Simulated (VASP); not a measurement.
# BAs (I-4m2) in VASP: further runs, part 2 of 2

VASP 6.6.1. The steps go on from the part before.

**4. Single point, r2SCAN (strain -0.0100 x Voigt [0, 1, 0, 0, 0, 0])**

Contents of POSCAR:

```
BAs
1.0
    0.0000000000      2.3679980249      2.3919171969
    2.3919171969      0.0000000000      2.3919171969
    2.3919171969      2.3679980249      0.0000000000
B As
1 1
Direct
    0.0000000000      0.0000000000      0.0000000000
    0.7500000000      0.7500000000      0.7500000000
```

Contents of INCAR.step1:

```
SYSTEM = BAs
PREC = Accurate
ENCUT = 520
ISMEAR = 0
SIGMA = 0.05
LREAL = .FALSE.
LASPH = .TRUE.
NELM = 60
NBANDS = 11
GGA = PE
ALGO = Normal
EDIFF = 1E-4
LWAVE = .TRUE.
LCHARG = .FALSE.
```

Contents of INCAR.step2:

```
SYSTEM = BAs
PREC = Accurate
ENCUT = 520
EDIFF = 1E-6
ISMEAR = 0
SIGMA = 0.05
LREAL = .FALSE.
LASPH = .TRUE.
NELM = 60
ALGO = Normal
ISIF = 2
LWAVE = .FALSE.
LCHARG = .FALSE.
METAGGA = R2SCAN
LMIXTAU = .TRUE.
NBANDS = 11
ISTART = 1
```

Contents of KPOINTS:

```
Automatic mesh
0
G
  10 10 10
  0 0 0
```

Potentials or basis: VASP PAW PBE potentials, release 64 (B, As).

Command:

```
> cat potpaw_PBE.64/B/POTCAR potpaw_PBE.64/As/POTCAR > POTCAR
> cp INCAR.step1 INCAR
> mpirun -np 1 vasp_std > vasp.out
> cp INCAR.step2 INCAR
> mpirun -np 1 vasp_std > vasp.out
```

OUTCAR:

```text
SYSTEM = BAs
   PREC = Accurate
   ENCUT = 520
   EDIFF = 1E-6
   ISMEAR = 0
   LREAL = .FALSE.
   LASPH = .TRUE.
   NELM = 60
   ISIF = 2
   METAGGA = R2SCAN
   ISTART = 1

 ion  position               nearest neighbor table
   1  0.000  0.000  0.000-   2 2.06   2 2.06   2 2.06   2 2.06
   2  0.750  0.750  0.750-   1 2.06   1 2.06   1 2.06   1 2.06

  LATTYP: Found a body centered tetragonal cell.
 ALAT       =     3.3826817399
 C/A-ratio  =     1.4000714267

  Lattice vectors:

 A1 = (   0.0000000000,  -2.3679980249,   2.3919171969)
 A2 = (   0.0000000000,  -2.3679980249,  -2.3919171969)
 A3 = (   2.3919171969,   2.3679980249,   0.0000000000)

Analysis of symmetry for initial positions (statically):
=====================================================================
 Subroutine PRICEL returns:
 Original cell was already a primitive cell.

 Routine SETGRP: Setting up the symmetry group for a
 body centered tetragonal supercell.

 Subroutine GETGRP returns: Found  8 space group operations
 (whereof  8 operations were pure point group operations)
 out of a pool of 16 trial point group operations.

The static configuration has the point symmetry D_2d.

Analysis of symmetry for dynamics (positions and initial velocities):
=====================================================================
 Subroutine PRICEL returns:
 Original cell was already a primitive cell.

 Routine SETGRP: Setting up the symmetry group for a
 body centered tetragonal supercell.

 Subroutine GETGRP returns: Found  8 space group operations
 (whereof  8 operations were pure point group operations)
 out of a pool of 16 trial point group operations.

The dynamic configuration has the point symmetry D_2d.

 Subroutine INISYM returns: Found  8 space group operations
 (whereof  8 operations are pure point group operations),
 and found     1 'primitive' translations

----------------------------------------------------------------------------------------

                                     Primitive cell

[... 114 lines left out ...]
   LORBIT       =      0    0 simple, 1 ext, 2 COOP (PROOUT), +10 PAW based schemes
   METAGGA = R2SCAN    functional components
   LHFCALC =     F    Hartree Fock is set to
   AEXX    =    0.0000 exact exchange contribution
   IVDW    =     0    specifies the selected vdW correction
   LEPSILON=     F    determine dielectric tensor
   LRPA    =     F    only Hartree local field effects (RPA)
 non-spin polarized calculation
 Gauss-broadening in eV      SIGMA  =   0.05
  energy-cutoff  :      520.00
  volume of cell :       27.10
 maximum number of plane-waves:       744
 NGX is ok and might be reduce to    28
   NGX = 13   NGY = 13   NGZ = 13

 number of electron       8.0000000 magnetization

 Free energy of the ion-electron system (eV)
  ---------------------------------------------------
  ext. energy  EPLUGINS =         0.00000000
  ---------------------------------------------------
  free energy    TOTEN  =       -22.25309188 eV

  energy without entropy =      -22.25309188  energy(sigma->0) =      -22.25309188

 E-fermi :   6.4339     XC(G=0): -11.1595

 val. band max:        6.1569806954   @ k =   0.0000   0.0000   0.0000
 cond. band min:       7.3599474248   @ k =   0.4000   0.0000   0.4000
 fundamental gap:      1.2029667294
 Fermi energy:         6.4339247128

 k-point     1 :       0.0000    0.0000    0.0000
  band No.  band energies     occupation
      1     -10.1248      2.00000
      2       6.0542      2.00000
      3       6.0542      2.00000
      4       6.1570      2.00000
      5       9.4936      0.00000
      6       9.5648      0.00000
      7       9.5648      0.00000
      8      11.3168      0.00000
      9      16.4996      0.00000
     10      19.4105      0.00000
     11      19.6876      0.00000
[... 309 lines left out ...]
 k-point    24 :       0.4000    0.3000    0.0000
  band No.  band energies     occupation
      1      -7.3368      2.00000
      2      -0.7836      2.00000
      3       1.8940      2.00000
      4       2.4124      2.00000
      5       8.0373      0.00000
      6       9.8314      0.00000
      7      15.4852      0.00000
      8      15.8297      0.00000
      9      19.0598      0.00000
     10      22.7049      0.00000
     11      22.9409      0.00000

 [... further k-points ...]
[... 5 lines left out ...]
  --------------------------------------------------------------------------------------
  -------------------------------------------------------------------------------------
  Total        0.1646653      0.5407000      0.1646653     -0.0000000      0.0000000      0.0000000
  in kB        9.7366379     31.9715250      9.7366379     -0.0000000      0.0000000      0.0000000
  external PRESSURE =      17.1482669 kB  Pullay stress =       0.0000000 kB

 VOLUME and BASIS-vectors are now :
 -----------------------------------------------------------------------------
  energy-cutoff  :      520.00
  volume of cell :       27.10
      direct lattice vectors                 reciprocal lattice vectors
     0.000000000  2.367998025  2.391917197    -0.209037337  0.211148825  0.209037337
     2.391917197  0.000000000  2.391917197     0.209037337 -0.211148825  0.209037337
     2.391917197  2.367998025  0.000000000     0.209037337  0.211148825 -0.209037337

 POSITION                                       TOTAL-FORCE (eV/Angst)
 -----------------------------------------------------------------------------------
      0.00000      0.00000      0.00000         0.000000      0.000000      0.000000
      3.58788      3.55200      3.58788        -0.000000     -0.000000     -0.000000
 -----------------------------------------------------------------------------------
    total drift:                                0.000000      0.000000      0.000000

  FREE ENERGIE OF THE ION-ELECTRON SYSTEM (eV)
  ---------------------------------------------------
  free  energy   TOTEN  =       -22.2530918785 eV

  energy  without entropy=      -22.2530918785  energy(sigma->0) =      -22.25309188
```

OUTCAR.step1:

```text
SYSTEM = BAs
   PREC = Accurate
   ENCUT = 520
   ISMEAR = 0
   LREAL = .FALSE.
   LASPH = .TRUE.
[... 559 lines left out ...]
      0.00000      0.00000      0.00000         0.000000     -0.000000      0.000000
      3.58788      3.55200      3.58788        -0.000000      0.000000     -0.000000
 -----------------------------------------------------------------------------------
    total drift:                                0.000000      0.000000      0.000000

  FREE ENERGIE OF THE ION-ELECTRON SYSTEM (eV)
  ---------------------------------------------------
  free  energy   TOTEN  =       -11.4014373552 eV

  energy  without entropy=      -11.4014373552  energy(sigma->0) =      -11.40143736
```

Wall time 91 s (1 thread of Intel Xeon 6975P-C, shared host); peak memory 0.19 GiB.

What came out:

| Item | Value |
| --- | --- |
| Free energy | -22.2531 eV |
| Pressure | 1.7 GPa |
| Band gap on the k mesh | 1.20 eV, indirect (least direct gap 3.34 eV) |

Stress tensor (GPa, compression positive):
```
0.97 0.00 0.00
0.00 3.20 0.00
0.00 0.00 0.97
```

Caveat: the cell differs from its parent crystal (strain -0.0100 x Voigt [0, 1, 0, 0, 0, 0]); the PAW data sets were made with another functional, which shifts forces and pressure a little. A k mesh can miss the band edges.

**5. Single point, r2SCAN (strain +0.0100 x Voigt [0, 1, 0, 0, 0, 0])**

Contents of POSCAR:

```
BAs
1.0
    0.0000000000      2.4158363689      2.3919171969
    2.3919171969      0.0000000000      2.3919171969
    2.3919171969      2.4158363689      0.0000000000
B As
1 1
Direct
    0.0000000000      0.0000000000      0.0000000000
    0.7500000000      0.7500000000      0.7500000000
```

INCAR.step1 is that of step 4.

INCAR.step2 is that of step 4.

Contents of KPOINTS:

```
regular mesh
0
G
  10 10 10
  0 0 0
```

Command:

```
> cat potpaw_PBE.64/B/POTCAR potpaw_PBE.64/As/POTCAR > POTCAR
> cp INCAR.step1 INCAR
> mpirun -np 1 vasp_std > vasp.out
> cp INCAR.step2 INCAR
> mpirun -np 1 vasp_std > vasp.out
```

Run time: 90 s. Hardware: 1 thread of Intel Xeon 6975P-C, shared host; peak memory 0.19 GiB.

It converged, with:

| Quantity | Value |
| --- | --- |
| Free energy | -22.2541 eV |
| Pressure | -1.2 GPa |
| Band gap on the k mesh | 1.31 eV, indirect (least direct gap 3.37 eV) |

Stress tensor (GPa, compression positive):
```
-0.41  0.00  0.00
 0.00 -2.63  0.00
 0.00  0.00 -0.41
```

Levels at points of the mesh, in eV from the valence-band top:
```tsv
k point	band 1	band 2	band 3	band 4	band 5	band 6	band 7	band 8	band 9
(0.00, 0.00, 0.00)	-16.06	-0.10	0.00	0.00	3.37	3.37	3.44	4.93	10.27
(0.50, 0.00, 0.00)	-13.09	-9.17	-2.01	-1.89	2.85	4.97	5.05	9.51	13.49
(0.50, 0.50, 0.00)	-11.65	-8.99	-4.32	-4.31	1.56	1.63	11.91	12.06	13.74
(0.50, 0.00, 0.50)	-11.73	-9.07	-4.22	-4.22	1.68	1.76	11.98	11.98	13.64
```

Caveat: the cell differs from its parent crystal (strain +0.0100 x Voigt [0, 1, 0, 0, 0, 0]); the PAW data sets were made with another functional, which shifts forces and pressure a little. A k mesh can miss the band edges.

**6. Single point, r2SCAN (strain +0.0200 x Voigt [0, 1, 0, 0, 0, 0])**

Contents of POSCAR:

```
BAs
1.0
    0.0000000000      2.4397555408      2.3919171969
    2.3919171969      0.0000000000      2.3919171969
    2.3919171969      2.4397555408      0.0000000000
B As
1 1
Direct
    0.0000000000      0.0000000000      0.0000000000
    0.7500000000      0.7500000000      0.7500000000
```

Contents of INCAR.step1:

```
PREC     = Accurate       # precision mode
ENCUT    = 520            # plane-wave cutoff, eV
ISMEAR   = 0              # smearing method
SIGMA    = 0.05           # smearing width, eV
LREAL    = False          # projectors in reciprocal space
LASPH    = True           # aspherical terms in the spheres
NELM     = 60             # most SCF steps
NBANDS   = 11             # bands
GGA      = PE             # functional
ALGO     = Normal         # electronic algorithm
EDIFF    = 1E-4           # SCF threshold, eV
LWAVE    = True           # write WAVECAR
LCHARG   = False          # write CHGCAR
```

Contents of INCAR.step2:

```
PREC     = Accurate       # precision mode
ENCUT    = 520            # plane-wave cutoff, eV
EDIFF    = 1E-6           # SCF threshold, eV
ISMEAR   = 0              # smearing method
SIGMA    = 0.05           # smearing width, eV
LREAL    = False          # projectors in reciprocal space
LASPH    = True           # aspherical terms in the spheres
NELM     = 60             # most SCF steps
ALGO     = Normal         # electronic algorithm
ISIF     = 2              # what is computed and relaxed
LWAVE    = False          # write WAVECAR
LCHARG   = True           # write CHGCAR
METAGGA  = R2SCAN         # meta-GGA
LMIXTAU  = True         
LELF     = True           # ELF
LVHAR    = True         
NBANDS   = 11             # bands
ISTART   = 1
```

Contents of KPOINTS:

```
regular mesh
0
Gamma
  10 10 10
```

Potentials or basis: VASP PAW PBE potentials, release 64 (B, As).

Command:

```
> cat potpaw_PBE.64/B/POTCAR potpaw_PBE.64/As/POTCAR > POTCAR
> cp INCAR.step1 INCAR
> mpirun -np 1 vasp_std > vasp.out
> cp INCAR.step2 INCAR
> mpirun -np 1 vasp_std > vasp.out
```

Run time: 99 s. Hardware: 1 thread of Intel Xeon 6975P-C, shared host; peak memory 0.19 GiB.

It converged, with:

| Item | Value |
| --- | --- |
| Free energy | -22.2473 eV |
| Pressure | -2.5 GPa |
| Band gap on the k mesh | 1.24 eV, indirect (least direct gap 3.31 eV) |

Stress tensor (GPa, compression positive):
```
-1.00  0.00  0.00
 0.00 -5.44  0.00
 0.00  0.00 -1.00
```

Levels at points of the mesh, in eV from the valence-band top:
```
           k point  band 1  band 2  band 3  band 4  band 5  band 6  band 7  band 8
(0.00, 0.00, 0.00)  -16.00   -0.21    0.00    0.00    3.31    3.31    3.45    4.76
(0.50, 0.00, 0.00)  -13.06   -9.13   -2.09   -1.84    2.74    4.91    5.04    9.46
(0.50, 0.50, 0.00)  -11.62   -8.94   -4.35   -4.32    1.50    1.56   11.70   11.99
(0.50, 0.00, 0.50)  -11.78   -9.10   -4.14   -4.14    1.73    1.82   11.84   11.84
```

Caveat: the cell differs from its parent crystal (strain +0.0200 x Voigt [0, 1, 0, 0, 0, 0]); the PAW data sets were made with another functional, which shifts forces and pressure a little. A k mesh can miss the band edges.

**7. Overview**

```csv
cell,gap on the mesh (eV),pressure (GPa)
"a = 3.332, b = 3.383 Å, angles 59.5, 61.0, 59.5°, 2 atoms",0.85,4.9
"a = 3.349, b = 3.383 Å, angles 59.7, 60.7, 59.7°, 2 atoms",1.03,3.3
"a = 3.366, b = 3.383 Å, angles 59.8, 60.3, 59.8°, 2 atoms",1.20,1.7
"a = 3.400, b = 3.383 Å, angles 60.2, 59.7, 60.2°, 2 atoms",1.31,-1.2
"a = 3.417, b = 3.383 Å, angles 60.3, 59.3, 60.3°, 2 atoms",1.24,-2.5
```

Alike in all rows: task single point; level r2SCAN; potentials or basis VASP PAW PBE potentials, release 64 (B, As); no spin polarisation; k mesh 10 × 10 × 10; cutoff (eV) 520; smearing gaussian 0.05 eV.

Caveats: the PAW data sets were made with another functional, which shifts forces and pressure a little.

Total energies depend on the potentials used, so only differences within one code and one set of settings carry meaning.
